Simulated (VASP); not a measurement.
# Al4BSbP2 (P-4m2) in VASP: relaxation of cell and atoms with PBE

Aim: the relaxation of cell and atoms of Al4BSbP2 with PBE.

All numbers are computed with VASP 6.6.1; they aren't measurements. Logs are shortened: lines on timing, memory, paths and dates and some standing lists are left out, and cuts for length are marked.

**1. The cell of the first run**

Symmetry: P-4m2, No. 115, tetragonal system. Conventional cell: a = 4.003 Å, b = 4.003 Å, c = 10.549 Å, α = 90.00°, β = 90.00°, γ = 90.00°. Within 2.8 Å of Al (site symmetry 2mm) lie 2 B at 2.13 Å and 2 P at 2.49 Å. Within 3.1 Å of Al (site symmetry 2mm) lie 2 P at 2.37 Å and 2 Sb at 2.69 Å. B (site symmetry -4m2) has 4 Al at 2.13 Å within 2.8 Å. Sb (site symmetry -4m2) has 4 Al at 2.69 Å within 3.5 Å. Within 3.1 Å of P (site symmetry 2mm) lie 4 Al at 2.37 to 2.49 Å.

**2. Relaxation of cell and atoms, PBE**

The input, INCAR:

```
SYSTEM = Al4BSbP2
ALGO     = Normal         ! electronic algorithm
EDIFF    = 1E-6           ! SCF threshold, eV
EDIFFG   = -0.01          ! ionic threshold
ENCUT    = 600            ! plane-wave cutoff, eV
GGA      = PE             ! functional
IBRION   = 2              ! ionic algorithm
ISIF     = 3              ! what is computed and relaxed
ISMEAR   = 0              ! smearing method
LASPH    = .True.         ! aspherical terms in the spheres
LCHARG   = .False.        ! write CHGCAR
LREAL    = .False.        ! projectors in reciprocal space
LWAVE    = .False.        ! write WAVECAR
NELM     = 80             ! most SCF steps
NSW      = 100            ! ionic steps
PREC     = Accurate       ! precision mode
SIGMA    = 0.1            ! smearing width, eV
```

The input, KPOINTS:

```
k-points
0
Gamma
  8 8 4
  0 0 0
```

The input, POSCAR:

```
Al4BSbP2
1.0
    4.0031855019      0.0000000000      0.0000000000
    0.0000000000      4.0031855019      0.0000000000
    0.0000000000      0.0000000000     10.5485521928
Al B Sb P
4 1 1 2
Direct
    0.0000000000      0.5000000000      0.0694488962
    0.5000000000      0.0000000000      0.9305511038
    0.5000000000      0.0000000000      0.3297770227
    0.0000000000      0.5000000000      0.6702229773
    0.0000000000      0.0000000000      0.0000000000
    0.0000000000      0.0000000000      0.5000000000
    0.5000000000      0.5000000000      0.7908021520
    0.5000000000      0.5000000000      0.2091978480
```

Potentials or basis: VASP PAW PBE potentials, release 64 (Al, B, Sb, P).

Launch:

```console
$ cat potpaw_PBE.64/Al/POTCAR potpaw_PBE.64/B/POTCAR potpaw_PBE.64/Sb/POTCAR potpaw_PBE.64/P/POTCAR > POTCAR
$ mpirun -np 1 vasp_std > vasp.out
```

OUTCAR:

```text
SYSTEM = Al4BSbP2
   EDIFF = 1E-6
   EDIFFG = -0.01
   ENCUT = 600
   GGA = PE
   IBRION = 2
   ISIF = 3
   ISMEAR = 0
   LASPH = .True.
   LREAL = .False.
   NELM = 80
   NSW = 100
   PREC = Accurate

 ion  position               nearest neighbor table
   1  0.000  0.500  0.069-   5 2.13   5 2.13   8 2.49   8 2.49   2 3.19   2 3.19   2 3.19   2 3.19

   2  0.500  0.000  0.931-   5 2.13   5 2.13   7 2.49   7 2.49   1 3.19   1 3.19   1 3.19   1 3.19

   3  0.500  0.000  0.330-   8 2.37   8 2.37   6 2.69   6 2.69
   4  0.000  0.500  0.670-   7 2.37   7 2.37   6 2.69   6 2.69
   5  0.000  0.000  0.000-   1 2.13   2 2.13   1 2.13   2 2.13
   6  0.000  0.000  0.500-   3 2.69   4 2.69   4 2.69   3 2.69
   7  0.500  0.500  0.791-   4 2.37   4 2.37   2 2.49   2 2.49
   8  0.500  0.500  0.209-   3 2.37   3 2.37   1 2.49   1 2.49

  LATTYP: Found a simple tetragonal cell.
 ALAT       =     4.0031855019
 C/A-ratio  =     2.6350395673

  Lattice vectors:

 A1 = (   4.0031855019,   0.0000000000,   0.0000000000)
 A2 = (   0.0000000000,   4.0031855019,   0.0000000000)
 A3 = (   0.0000000000,   0.0000000000,  10.5485521928)

Analysis of symmetry for initial positions (statically):
=====================================================================
 Subroutine PRICEL returns:
 Original cell was already a primitive cell.

 Routine SETGRP: Setting up the symmetry group for a
 simple tetragonal supercell.

 Subroutine GETGRP returns: Found  8 space group operations
 (whereof  8 operations were pure point group operations)
 out of a pool of 16 trial point group operations.

The static configuration has the point symmetry D_2d.

Analysis of symmetry for dynamics (positions and initial velocities):
=====================================================================
 Subroutine PRICEL returns:
 Original cell was already a primitive cell.

 Routine SETGRP: Setting up the symmetry group for a
 simple tetragonal supercell.

 Subroutine GETGRP returns: Found  8 space group operations
 (whereof  8 operations were pure point group operations)
 out of a pool of 16 trial point group operations.

The dynamic configuration has the point symmetry D_2d.

 Subroutine INISYM returns: Found  8 space group operations
 (whereof  8 operations are pure point group operations),
 and found     1 'primitive' translations

----------------------------------------------------------------------------------------

                                     Primitive cell
[... 112 lines left out ...]
   TEBEG  =    0.0;   TEEND  =   0.0 temperature during run
   PSTRESS=    0.0 pullay stress
   NELECT =      30.0000    total number of electrons
   NUPDOWN=      -1.0000    fix difference up-down
   EMIN   =  10.00;   EMAX   =-10.00  energy-range for DOS
   EFERMI =   0.00;   METHOD = LEGACY
   ISMEAR =     0;   SIGMA  =   0.10  broadening in eV -4-tet -1-fermi 0-gaus
   EFERMI_NEDOS =   21; number of points for ismear=-14 and -15
   IALGO  =     38    algorithm
   IMIX   =      4    mixing-type and parameters
     AMIX     =   0.40;   BMIX     =  1.00
     AMIX_MAG =   1.60;   BMIX_MAG =  1.00
  volume/ion in A,a.u.               =      21.13       142.60
  Fermi-wavevector in a.u.,A,eV,Ry     =   0.919984  1.738519 11.515582  0.846371
  Thomas-Fermi vector in A             =   2.045239
   LORBIT       =      0    0 simple, 1 ext, 2 COOP (PROOUT), +10 PAW based schemes
   GGA     = PE    functional components
   LHFCALC =     F    Hartree Fock is set to
   AEXX    =    0.0000 exact exchange contribution
   IVDW    =     0    specifies the selected vdW correction
   LEPSILON=     F    determine dielectric tensor
   LRPA    =     F    only Hartree local field effects (RPA)
 conjugate gradient relaxation of ions
 non-spin polarized calculation
 Gauss-broadening in eV      SIGMA  =   0.10
  energy-cutoff  :      600.00
  volume of cell :      169.05
 maximum number of plane-waves:      5704
 NGX is ok and might be reduce to    32
   NGX = 15   NGY = 15   NGZ = 43

--------------------------------------- Ionic step        1  -------------------------------------------

 number of electron      29.9999999 magnetization

 Free energy of the ion-electron system (eV)
  ---------------------------------------------------
  ext. energy  EPLUGINS =         0.00000000
  ---------------------------------------------------
  free energy    TOTEN  =       -36.98464485 eV

  energy without entropy =      -36.97359604  energy(sigma->0) =      -36.97912045

------------------------ aborting loop because EDIFF is reached ----------------------------------------

  FORCE on cell =-STRESS in cart. coord.  units (eV):
  Direction    XX          YY          ZZ          XY          YZ          ZX
  --------------------------------------------------------------------------------------
  -------------------------------------------------------------------------------------
  Total       -0.5821829     -0.5821829     -0.2486165      0.0000000      0.0000000      0.0000000
  in kB       -5.5177974     -5.5177974     -2.3563311      0.0000000      0.0000000      0.0000000
  external PRESSURE =      -4.4639753 kB  Pullay stress =       0.0000000 kB
[... 281 lines left out ...]
--------------------------------------- Ionic step        8  -------------------------------------------

 number of electron      29.9999999 magnetization

 Free energy of the ion-electron system (eV)
  ---------------------------------------------------
  ext. energy  EPLUGINS =         0.00000000
  ---------------------------------------------------
  free energy    TOTEN  =       -36.98794955 eV

  energy without entropy =      -36.97724087  energy(sigma->0) =      -36.98259521

 E-fermi :   4.9841     XC(G=0):  -9.1777

 val. band max:        4.9599633767   @ k =   0.1250   0.0000   0.5000
 cond. band min:       4.9874845617   @ k =   0.5000   0.2500   0.5000
 fundamental gap:      0.0275211850
 Fermi energy:         4.9841230458

 k-point     1 :       0.0000    0.0000    0.0000
  band No.  band energies     occupation
      1      -6.5500      2.00000
      2      -5.9361      2.00000
      3      -5.0338      2.00000
      4      -2.7519      2.00000
      5      -0.3274      2.00000
      6       2.2216      2.00000
[... 541 lines left out ...]
     19       8.5153      0.00000
     20       8.6734      0.00000

 [... further k-points ...]

------------------------ aborting loop because EDIFF is reached ----------------------------------------

  FORCE on cell =-STRESS in cart. coord.  units (eV):
  Direction    XX          YY          ZZ          XY          YZ          ZX
  --------------------------------------------------------------------------------------
  -------------------------------------------------------------------------------------
  Total        0.0152145      0.0152145     -0.0206470      0.0000000      0.0000000      0.0000000
  in kB        0.1450900      0.1450900     -0.1968959      0.0000000      0.0000000      0.0000000
  external PRESSURE =       0.0310947 kB  Pullay stress =       0.0000000 kB
[... 23 lines left out ...]
  FREE ENERGIE OF THE ION-ELECTRON SYSTEM (eV)
  ---------------------------------------------------
  free  energy   TOTEN  =       -36.9879495477 eV

  energy  without entropy=      -36.9772408750  energy(sigma->0) =      -36.98259521

 reached required accuracy - stopping structural energy minimisation
```

OSZICAR:

```text
N       E                     dE             d eps       ncg     rms          rms(c)
DAV:   1     0.100853748724E+03    0.10085E+03   -0.12141E+04  1800   0.138E+03
DAV:   2    -0.303102708535E+02   -0.13116E+03   -0.12604E+03  2360   0.173E+02
DAV:   3    -0.397364019363E+02   -0.94261E+01   -0.92534E+01  2272   0.499E+01
[... 53 lines left out ...]
       N       E                     dE             d eps       ncg     rms          rms(c)
DAV:   1    -0.369879546012E+02   -0.40443E-04   -0.17517E-03  1888   0.241E-01    0.247E-02
DAV:   2    -0.369879517283E+02    0.28728E-05   -0.16903E-04  2132   0.743E-02    0.119E-02
DAV:   3    -0.369879496875E+02    0.20408E-05   -0.15555E-05  2144   0.229E-02    0.677E-03
DAV:   4    -0.369879495477E+02    0.13981E-06   -0.19857E-06  1364   0.882E-03
   8 F= -.36987950E+02 E0= -.36982595E+02  d E =-.774580E-04
```

CONTCAR:

```text
Al4BSbP2
   1.00000000000000
     3.9898885421992394    0.0000000000000000   -0.0000000000000000
    -0.0000000000000000    3.9898885421992394   -0.0000000000000000
     0.0000000000000000    0.0000000000000000   10.5538203330562030
  Al              B               Sb              P
     4     1     1     2
Direct
     0.0000000000000000    0.5000000000000000    0.0689687503064031
     0.5000000000000000    1.0000000000000000    0.9310312496935967
     0.5000000000000000    1.0000000000000000    0.3301900164048554
     1.0000000000000000    0.5000000000000000    0.6698099835951445
     0.0000000000000000    0.0000000000000000    0.0000000000000000
     0.0000000000000000    0.0000000000000000    0.5000000000000000
     0.5000000000000000    0.5000000000000000    0.7917046047476299
     0.5000000000000000    0.5000000000000000    0.2082953952523701

  0.00000000E+00  0.00000000E+00  0.00000000E+00
  0.00000000E+00  0.00000000E+00  0.00000000E+00
  0.00000000E+00  0.00000000E+00  0.00000000E+00
  0.00000000E+00  0.00000000E+00  0.00000000E+00
  0.00000000E+00  0.00000000E+00  0.00000000E+00
  0.00000000E+00  0.00000000E+00  0.00000000E+00
  0.00000000E+00  0.00000000E+00  0.00000000E+00
  0.00000000E+00  0.00000000E+00  0.00000000E+00
```

Wall time 4.3 min (1 thread of AMD EPYC 9R45 (Zen 5), shared host); peak memory 0.41 GiB.

What came out:

* Free energy: -36.9879 eV
* Relaxed volume: 21.00 Å³/atom
* Relaxed cell: a = 3.990 Å, b = 3.990 Å, c = 10.554 Å, α = 90.00°, β = 90.00°, γ = 90.00°
* Space group after relaxing (to 0.1 Å): P-4m2 (No. 115)
* Energy gained by relaxing: 0.4 meV/atom
* Ionic steps: 8
* Pressure after relaxing: 0.0 GPa
* Largest force after relaxing: 0.008 eV/Å
* Band gap on the k mesh: zero (bands 15 and 16 overlap by 1.43 eV)

Forces in eV/Å, atoms in the order of the input:
```
Al   0.000  0.000  0.003
Al   0.000  0.000 -0.003
Al   0.000  0.000 -0.006
Al   0.000  0.000  0.006
B    0.000  0.000  0.000
Sb   0.000  0.000  0.000
P    0.000  0.000  0.008
P    0.000  0.000 -0.008
```

Step by step:
```csv
step,energy change (eV),largest force (eV/Å),pressure (GPa),volume (Å³)
1,0.0000,0.1032,-0.45,169.05
2,-0.0027,0.0411,0.18,167.61
3,-0.0028,0.0486,0.11,167.78
4,-0.0032,0.0180,0.03,167.96
5,-0.0032,0.0179,-0.01,168.06
6,-0.0032,0.0157,-0.01,168.04
7,-0.0033,0.0120,0.00,168.03
8,-0.0033,0.0076,0.00,168.01
```

Final structure:
```
Al B Sb P
1.0
     3.98989    0.00000    0.00000
     0.00000    3.98989    0.00000
     0.00000    0.00000   10.55382
Al B Sb P
4 1 1 2
Direct
  0.00000 0.50000 0.06897
  0.50000 0.00000 0.93103
  0.50000 0.00000 0.33019
  0.00000 0.50000 0.66981
  0.00000 0.00000 0.00000
  0.00000 0.00000 0.50000
  0.50000 0.50000 0.79170
  0.50000 0.50000 0.20830
```

Caveat: spin-orbit coupling is left out, which moves the levels of the heavy elements.

The gap in the log of VASP goes by the Fermi energy; the results here count the filled bands.